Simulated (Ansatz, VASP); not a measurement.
# Mg3Zn2O in VASP and in Ansatz

The input INCAR:

```
  PREC = Accurate
  ENCUT = 600
  EDIFF = 1E-6
  ISMEAR = 0
  SIGMA = 0.1
  LREAL = False
  LASPH = True
  NELM = 80
  ALGO = Normal
  ISIF = 3
  LWAVE = False
  LCHARG = False
  GGA = PE
  IBRION = 2
  NSW = 90
  EDIFFG = -0.04
```

The input KPOINTS:

```
Automatic mesh
0
Gamma
  6 6 6
```

POSCAR

```
Mg3Zn2O
1.0
    2.6222914700      1.5139806900      3.7045569000
   -2.6222914700      1.5139806900      3.7045569000
    0.0000000000     -3.0279613800      3.7045569000
Mg Zn O
3 2 1
Direct
    0.0000000000      0.0000000000      0.5000000000
    0.0000000000      0.5000000000      0.0000000000
    0.5000000000      0.0000000000      0.0000000000
    0.6293433300      0.6293433300      0.6293433300
    0.3706566700      0.3706566700      0.3706566700
    0.0000000000      0.0000000000      0.0000000000
```

Input for Ansatz:

```yaml
crystal:
  lattice:
    - [2.62229147, 1.51398069, 3.7045569]
    - [-2.62229147, 1.51398069, 3.7045569]
    - [0.0, -3.02796138, 3.7045569]
  atoms:
    - { symbol: Mg, position: [0.0, 0.0, 0.5] }
    - { symbol: Mg, position: [0.0, 0.5, 0.0] }
    - { symbol: Mg, position: [0.5, 0.0, 0.0] }
    - { symbol: Zn, position: [0.62934333, 0.62934333, 0.62934333] }
    - { symbol: Zn, position: [0.37065667, 0.37065667, 0.37065667] }
    - { symbol: O, position: [0.0, 0.0, 0.0] }
basis:
  ecutwfc: 420
kpoints:
  mp_grid: { grid: [6, 6, 6] }
hamiltonian:
  xc: pbe
scf:
  occupations: { method: gaussian, width: 0.1 }
  lower_state_search: "off"
output:
  forces: true
  stress: true
  eigenvalues: true
relax:
  adjacent_minimum: "off"
  f_tol: 0.04
  max_steps: 70
  cell: { stress_tol: 0.4 }
```

Change from the starting cell: species swapped into the Y2GeRh3 type (R-3m, No. 166).

Alike in both runs: task relaxation of cell and atoms; functional PBE; k mesh 6 × 6 × 6; occupations gaussian, width 0.1 eV; no spin polarisation.

|  | VASP | Ansatz |
| --- | --- | --- |
| version | VASP 6.6.1 | Ansatz 0.2.0 |
| potentials or method | VASP PAW PBE potentials, release 64 (Mg, Zn, O), cutoff 600 eV | scalar-relativistic, plane waves, PAW |
| valence electrons in the cell | 36 | 60 |

|  | VASP | Ansatz | Ansatz less VASP |
| --- | --- | --- | --- |
| gap on the k mesh at the Fermi level, each at its own relaxed structure (eV) | none | none | - |
| relaxed volume (Å³/atom) | 15.89 | 15.85 | -0.036 |
| relaxed cell length with the largest relative difference (Å) | 4.668 | 4.666 | -0.0018 |

A gap of «none» marks a metal or a gap that the smearing closes. VASP's potentials hold 36 valence electrons a cell and Ansatz's 60, so a difference there can come from the potentials and not from the codes.
